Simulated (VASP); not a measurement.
# Gd in VASP: single point with PBE+U

Aim: the single point of Gd with PBE+U.

Everything below comes from runs of VASP 6.6.1. Logs are shortened: lines on timing, memory, paths and dates and some standing lists are left out, and cuts for length are marked.

## Step 1: The cell of the first run

The cell holds a slab with vacuum, 2 atoms: a = 5.458 Å, b = 5.458 Å, c = 11.626 Å, α = 90.00°, β = 90.00°, γ = 90.96°.

## Step 2: Single point, PBE+U, collinear spin, antiferromagnetic start

The input, INCAR:

```
SYSTEM = Gd
PREC = Accurate
ENCUT = 520
EDIFF = 1E-7
ISMEAR = 0
SIGMA = 0.0849
LREAL = .False.
LASPH = .True.
NELM = 150
ALGO = Normal
ISIF = 2
LWAVE = .False.
LCHARG = .True.
ISPIN = 2
MAGMOM = 7 -7
LORBIT = 11
LMAXMIX = 6
LDAU = .True.
LDAUTYPE = 2
LDAUL = 3
LDAUU = 2.45
LDAUJ = 0
LDAUPRINT = 1
GGA = PE
LELF = .True.
LVHAR = .True.
NBANDS = 29
```

The input, KPOINTS:

```
regular mesh
0
Gamma
  4 4 2
  0 0 0
```

The input, POSCAR:

```
Gd
1.0
   -3.8266612600     -3.8912601200      0.0000000000
   -3.8266612600      3.8912601200      0.0000000000
    0.0000000000      0.0000000000    -11.6258040100
Gd
2
Direct
    0.0000000000      0.5000000000      0.5000000000
    0.5000000000      0.0000000000      0.5000000000
```

Potentials or basis: VASP PAW PBE potentials, release 64 (Gd).

The run is started by

```
$ cat potpaw_PBE.64/Gd/POTCAR > POTCAR
$ mpirun -np 1 vasp_std > vasp.out
```

OUTCAR:

```text
SYSTEM = Gd
   PREC = Accurate
   ENCUT = 520
   EDIFF = 1E-7
   ISMEAR = 0
   LREAL = .False.
   LASPH = .True.
   NELM = 150
   ISIF = 2
   ISPIN = 2
   LORBIT = 11
   GGA = PE

 ion  position               nearest neighbor table
   1  0.000  0.500  0.500-
   2  0.500  0.000  0.500-

  LATTYP: Found a base centered orthorhombic cell.
 ALAT       =     7.6533225200
 B/A-ratio  =     1.0168812590
 C/A-ratio  =     1.5190531929

  Lattice vectors:

 A1 = (  -3.8266612600,  -3.8912601200,   0.0000000000)
 A2 = (  -3.8266612600,   3.8912601200,   0.0000000000)
 A3 = (   0.0000000000,   0.0000000000, -11.6258040100)

Analysis of symmetry for initial positions (statically):
=====================================================================
 Subroutine PRICEL returns following result:

  LATTYP: Found a simple orthorhombic cell.
 ALAT       =     3.8266612600
 B/A-ratio  =     1.0168812590
 C/A-ratio  =     3.0381063857
[... 12 lines left out ...]
 Subroutine GETGRP returns: Found  8 space group operations
 (whereof  8 operations were pure point group operations)
 out of a pool of  8 trial point group operations.

The static configuration has the point symmetry D_2h.

Analysis of symmetry for dynamics (positions and initial velocities):
=====================================================================
 Subroutine PRICEL returns following result:

  LATTYP: Found a simple orthorhombic cell.
 ALAT       =     3.8266612600
 B/A-ratio  =     1.0168812590
 C/A-ratio  =     3.0381063857
[... 12 lines left out ...]
 Subroutine GETGRP returns: Found  8 space group operations
 (whereof  8 operations were pure point group operations)
 out of a pool of  8 trial point group operations.

The dynamic configuration has the point symmetry D_2h.

Analysis of structural, dynamic, and magnetic symmetry:
=====================================================================
 Subroutine PRICEL returns following result:

  LATTYP: Found a simple orthorhombic cell.
 ALAT       =     3.8266612600
 B/A-ratio  =     1.0168812590
 C/A-ratio  =     3.0381063857
[... 12 lines left out ...]
 Subroutine GETGRP returns: Found  8 space group operations
 (whereof  8 operations were pure point group operations)
 out of a pool of  8 trial point group operations.

The overall configuration has the point symmetry D_2h.

 Subroutine INISYM returns: Found  8 space group operations
 (whereof  8 operations are pure point group operations),
 and found     2 'primitive' translations

----------------------------------------------------------------------------------------

                                     Primitive cell

  volume of cell :     173.1144

  direct lattice vectors                    reciprocal lattice vectors
    -3.826661260  0.000000000  0.000000000    -0.261324411  0.000000000  0.000000000
     0.000000000  3.891260120  0.000000000     0.000000000  0.256986161  0.000000000
     0.000000000  0.000000000-11.625804010     0.000000000  0.000000000 -0.086015556
[... 147 lines left out ...]
  o =  0.0132  v =  0.0000  0.0000  0.0000  0.0000  0.0000  0.0000  0.0000  0.0000  0.0000  0.0000  0.0000 -0.3473 -0.0000  0.9378      0.0000  0.0000  0.0000  0.0000  0.0000  0.0000  0.0000  0.0000  0.0000  0.0000  0.0000  0.0000  0.0000  0.0000
  o =  0.0696  v =  0.0000  0.0000  0.0000  0.0000  0.0000  0.0000  0.0000  0.0000  0.0000 -0.0000  0.9991  0.0000 -0.0427 -0.0000      0.0000  0.0000  0.0000  0.0000  0.0000  0.0000  0.0000  0.0000  0.0000  0.0000  0.0000  0.0000  0.0000  0.0000
  o =  0.9889  v =  0.0000 -0.0000 -0.0000  0.0000  0.7133 -0.0000 -0.7008  0.0000  0.0000  0.0000  0.0000  0.0000  0.0000  0.0000      0.0000  0.0000  0.0000  0.0000  0.0000  0.0000  0.0000  0.0000  0.0000  0.0000  0.0000  0.0000  0.0000  0.0000
  o =  0.9889  v =  0.0000  0.0000  0.0000  0.2453 -0.0000 -0.9694  0.0000  0.0000  0.0000  0.0000  0.0000  0.0000  0.0000  0.0000      0.0000  0.0000  0.0000  0.0000  0.0000  0.0000  0.0000  0.0000  0.0000  0.0000  0.0000  0.0000  0.0000  0.0000
  o =  0.9890  v = -0.7580  0.0000 -0.6522 -0.0000 -0.0000 -0.0000  0.0000  0.0000  0.0000  0.0000  0.0000  0.0000  0.0000  0.0000      0.0000  0.0000  0.0000  0.0000  0.0000  0.0000  0.0000  0.0000  0.0000  0.0000  0.0000  0.0000  0.0000  0.0000
  o =  0.9891  v =  0.0000 -0.0000  0.0000 -0.9694  0.0000 -0.2453 -0.0000  0.0000  0.0000  0.0000  0.0000  0.0000  0.0000  0.0000      0.0000  0.0000  0.0000  0.0000  0.0000  0.0000  0.0000  0.0000  0.0000  0.0000  0.0000  0.0000  0.0000  0.0000
  o =  0.9893  v =  0.0000 -1.0000 -0.0000  0.0000 -0.0000  0.0000 -0.0000  0.0000  0.0000  0.0000  0.0000  0.0000  0.0000  0.0000      0.0000  0.0000  0.0000  0.0000  0.0000  0.0000  0.0000  0.0000  0.0000  0.0000  0.0000  0.0000  0.0000  0.0000
  o =  0.9893  v =  0.0000  0.0000  0.0000  0.0000 -0.7008  0.0000 -0.7133  0.0000  0.0000  0.0000  0.0000  0.0000  0.0000  0.0000      0.0000  0.0000  0.0000  0.0000  0.0000  0.0000  0.0000  0.0000  0.0000  0.0000  0.0000  0.0000  0.0000  0.0000
  o =  0.9893  v = -0.6522  0.0000  0.7580  0.0000  0.0000  0.0000 -0.0000  0.0000  0.0000  0.0000  0.0000  0.0000  0.0000  0.0000      0.0000  0.0000  0.0000  0.0000  0.0000  0.0000  0.0000  0.0000  0.0000  0.0000  0.0000  0.0000  0.0000  0.0000

atom =   2  type =  1  l = 3

 onsite density matrix

spin component  1

  0.0098 -0.0000  0.0027  0.0000 -0.0000 -0.0000  0.0000
 -0.0000  0.0041  0.0000 -0.0000 -0.0000  0.0000  0.0000
  0.0027  0.0000  0.0041 -0.0000  0.0000 -0.0000 -0.0000
  0.0000 -0.0000 -0.0000  0.0695 -0.0000 -0.0029  0.0000
 -0.0000 -0.0000  0.0000 -0.0000  0.0039  0.0000 -0.0035
 -0.0000  0.0000 -0.0000 -0.0029  0.0000  0.0026  0.0000
  0.0000  0.0000 -0.0000  0.0000 -0.0035  0.0000  0.0119

spin component  2

  0.9891  0.0000 -0.0002  0.0000  0.0000  0.0000 -0.0000
  0.0000  0.9893 -0.0000  0.0000  0.0000 -0.0000 -0.0000
 -0.0002 -0.0000  0.9892  0.0000 -0.0000  0.0000 -0.0000
  0.0000  0.0000  0.0000  0.9891  0.0000  0.0000  0.0000
  0.0000  0.0000 -0.0000  0.0000  0.9891 -0.0000  0.0002
  0.0000 -0.0000  0.0000  0.0000 -0.0000  0.9889  0.0000
 -0.0000 -0.0000 -0.0000  0.0000  0.0002  0.0000  0.9891

 occupancies and eigenvectors

  o =  0.0025  v =  0.0000 -0.0000 -0.0000 -0.0427 -0.0000 -0.9991 -0.0000  0.0000  0.0000  0.0000  0.0000  0.0000  0.0000  0.0000      0.0000  0.0000  0.0000  0.0000  0.0000  0.0000  0.0000  0.0000  0.0000  0.0000  0.0000  0.0000  0.0000  0.0000
  o =  0.0026  v =  0.0000 -0.0000 -0.0000  0.0000 -0.9378  0.0000 -0.3473  0.0000  0.0000  0.0000  0.0000  0.0000  0.0000  0.0000      0.0000  0.0000  0.0000  0.0000  0.0000  0.0000  0.0000  0.0000  0.0000  0.0000  0.0000  0.0000  0.0000  0.0000
  o =  0.0030  v =  0.3736  0.0000 -0.9276 -0.0000  0.0000  0.0000 -0.0000  0.0000  0.0000  0.0000  0.0000  0.0000  0.0000  0.0000      0.0000  0.0000  0.0000  0.0000  0.0000  0.0000  0.0000  0.0000  0.0000  0.0000  0.0000  0.0000  0.0000  0.0000
  o =  0.0041  v =  0.0000 -1.0000 -0.0000 -0.0000 -0.0000  0.0000  0.0000  0.0000  0.0000  0.0000  0.0000  0.0000  0.0000  0.0000      0.0000  0.0000  0.0000  0.0000  0.0000  0.0000  0.0000  0.0000  0.0000  0.0000  0.0000  0.0000  0.0000  0.0000
  o =  0.0109  v = -0.9276  0.0000 -0.3736 -0.0000  0.0000  0.0000 -0.0000  0.0000  0.0000  0.0000  0.0000  0.0000  0.0000  0.0000      0.0000  0.0000  0.0000  0.0000  0.0000  0.0000  0.0000  0.0000  0.0000  0.0000  0.0000  0.0000  0.0000  0.0000
  o =  0.0132  v =  0.0000 -0.0000  0.0000  0.0000  0.3473 -0.0000 -0.9378  0.0000  0.0000  0.0000  0.0000  0.0000  0.0000  0.0000      0.0000  0.0000  0.0000  0.0000  0.0000  0.0000  0.0000  0.0000  0.0000  0.0000  0.0000  0.0000  0.0000  0.0000
  o =  0.0696  v =  0.0000 -0.0000 -0.0000  0.9991 -0.0000 -0.0427 -0.0000  0.0000  0.0000  0.0000  0.0000  0.0000  0.0000  0.0000      0.0000  0.0000  0.0000  0.0000  0.0000  0.0000  0.0000  0.0000  0.0000  0.0000  0.0000  0.0000  0.0000  0.0000
  o =  0.9889  v =  0.0000  0.0000  0.0000  0.0000  0.0000  0.0000  0.0000  0.0000 -0.0000  0.0000  0.0000  0.7133 -0.0000 -0.7008      0.0000  0.0000  0.0000  0.0000  0.0000  0.0000  0.0000  0.0000  0.0000  0.0000  0.0000  0.0000  0.0000  0.0000
  o =  0.9889  v =  0.0000  0.0000  0.0000  0.0000  0.0000  0.0000  0.0000  0.0000  0.0000  0.0000 -0.2453  0.0000  0.9694 -0.0000      0.0000  0.0000  0.0000  0.0000  0.0000  0.0000  0.0000  0.0000  0.0000  0.0000  0.0000  0.0000  0.0000  0.0000
  o =  0.9890  v =  0.0000  0.0000  0.0000  0.0000  0.0000  0.0000  0.0000 -0.7580  0.0000 -0.6522  0.0000  0.0000  0.0000 -0.0000      0.0000  0.0000  0.0000  0.0000  0.0000  0.0000  0.0000  0.0000  0.0000  0.0000  0.0000  0.0000  0.0000  0.0000
  o =  0.9891  v =  0.0000  0.0000  0.0000  0.0000  0.0000  0.0000  0.0000  0.0000  0.0000  0.0000  0.9694 -0.0000  0.2453  0.0000      0.0000  0.0000  0.0000  0.0000  0.0000  0.0000  0.0000  0.0000  0.0000  0.0000  0.0000  0.0000  0.0000  0.0000
  o =  0.9893  v =  0.0000  0.0000  0.0000  0.0000  0.0000  0.0000  0.0000  0.0000  1.0000  0.0000 -0.0000  0.0000 -0.0000  0.0000      0.0000  0.0000  0.0000  0.0000  0.0000  0.0000  0.0000  0.0000  0.0000  0.0000  0.0000  0.0000  0.0000  0.0000
  o =  0.9893  v =  0.0000  0.0000  0.0000  0.0000  0.0000  0.0000  0.0000  0.0000 -0.0000  0.0000 -0.0000  0.7008 -0.0000  0.7133      0.0000  0.0000  0.0000  0.0000  0.0000  0.0000  0.0000  0.0000  0.0000  0.0000  0.0000  0.0000  0.0000  0.0000
  o =  0.9893  v =  0.0000  0.0000  0.0000  0.0000  0.0000  0.0000  0.0000 -0.6522  0.0000  0.7580 -0.0000 -0.0000 -0.0000  0.0000      0.0000  0.0000  0.0000  0.0000  0.0000  0.0000  0.0000  0.0000  0.0000  0.0000  0.0000  0.0000  0.0000  0.0000

 number of electron      36.0000026 magnetization       0.0000000

 Free energy of the ion-electron system (eV)
  ---------------------------------------------------
  ext. energy  EPLUGINS =         0.00000000
  ---------------------------------------------------
  free energy    TOTEN  =       -18.64417091 eV

  energy without entropy =      -18.58281331  energy(sigma->0) =      -18.61349211

 E-fermi :  -1.4788     XC(G=0):  -3.6205

 val. band max:       -1.4971622165   @ k =   0.5000   0.0000   0.0000
 cond. band min:      -1.4758370037   @ k =   0.2500   0.0000   0.0000
 fundamental gap:      0.0213252128
 Fermi energy:        -1.4787939492

 spin component 1

 k-point     1 :       0.0000    0.0000    0.0000
  band No.  band energies     occupation
      1     -48.1409      1.00000
      2     -44.8879      1.00000
      3     -25.6431      1.00000
      4     -25.4016      1.00000
      5     -25.3815      1.00000
      6     -23.3508      1.00000
[... 437 lines left out ...]
     28      -0.8411      0.00000
     29      -0.8194      0.00000
 Fermi energy:        -1.4787939492

 spin component 2

 k-point     1 :       0.0000    0.0000    0.0000
  band No.  band energies     occupation
      1     -48.1409      1.00000
      2     -44.8879      1.00000
      3     -25.6431      1.00000
      4     -25.4016      1.00000
      5     -25.3815      1.00000
      6     -23.3508      1.00000
[... 437 lines left out ...]
     28      -0.8411      0.00000
     29      -0.8194      0.00000

------------------------ aborting loop because EDIFF is reached ----------------------------------------

  FORCE on cell =-STRESS in cart. coord.  units (eV):
  Direction    XX          YY          ZZ          XY          YZ          ZX
  --------------------------------------------------------------------------------------
  -------------------------------------------------------------------------------------
  Total       -4.5846999     -4.7024209     -0.0333342      0.0000000      0.0000000      0.0000000
  in kB      -21.2157416    -21.7604966     -0.1542542      0.0000000      0.0000000      0.0000000
  external PRESSURE =     -14.3768308 kB  Pullay stress =       0.0000000 kB

 VOLUME and BASIS-vectors are now :
 -----------------------------------------------------------------------------
  energy-cutoff  :      520.00
  volume of cell :      346.23
      direct lattice vectors                 reciprocal lattice vectors
    -3.826661260 -3.891260120  0.000000000    -0.130662206 -0.128493081  0.000000000
    -3.826661260  3.891260120  0.000000000    -0.130662206  0.128493081  0.000000000
     0.000000000  0.000000000-11.625804010     0.000000000  0.000000000 -0.086015556

 POSITION                                       TOTAL-FORCE (eV/Angst)
 -----------------------------------------------------------------------------------
     -1.91333      1.94563     -5.81290         0.000000     -0.000000      0.000000
     -1.91333     -1.94563     -5.81290        -0.000000      0.000000     -0.000000
 -----------------------------------------------------------------------------------
    total drift:                               -0.000000      0.000000      0.000000

  FREE ENERGIE OF THE ION-ELECTRON SYSTEM (eV)
  ---------------------------------------------------
  free  energy   TOTEN  =       -18.6441709095 eV

  energy  without entropy=      -18.5828133150  energy(sigma->0) =      -18.61349211

 total charge

# of ion       s       p       d       f       tot
--------------------------------------------------
    1        2.078   5.546   0.473   7.024  15.121
    2        2.078   5.546   0.473   7.024  15.121
--------------------------------------------------
tot          4.156  11.092   0.946  14.049  30.242

 magnetization (x)

# of ion       s       p       d       f       tot
--------------------------------------------------
    1        0.018  -0.089   0.237   6.813   6.979
    2       -0.018   0.089  -0.237  -6.813  -6.979
--------------------------------------------------
tot          0.000   0.000   0.000   0.000   0.000
```

It took 8.3 min on 1 thread of AMD EPYC 9R45 (Zen 5), shared host; peak memory 0.63 GiB.

What came out:

| Quantity | Value |
| --- | --- |
| Free energy | -18.6442 eV |
| Band gap on the k mesh | zero (filled and empty bands overlap) |
| Net moment | 0.00 μB per cell |
| Site moments | Gd +6.98, -6.98 μB |
| Valence electrons inside the program's atomic spheres | Gd 15.12 |

Eigenvalues of the final occupation matrices:
```
    site  spin  trace                         eigenvalues
site 1 f     1   6.92  0.99 0.99 0.99 0.99 0.99 0.99 0.99
site 1 f     2   0.11  0.00 0.00 0.00 0.00 0.01 0.01 0.07
site 2 f     1   0.11  0.00 0.00 0.00 0.00 0.01 0.01 0.07
site 2 f     2   6.92  0.99 0.99 0.99 0.99 0.99 0.99 0.99
```

Caveat: spin-orbit coupling is left out, which moves the levels of the heavy elements. The state reached can hang on the start; a lower one may exist.
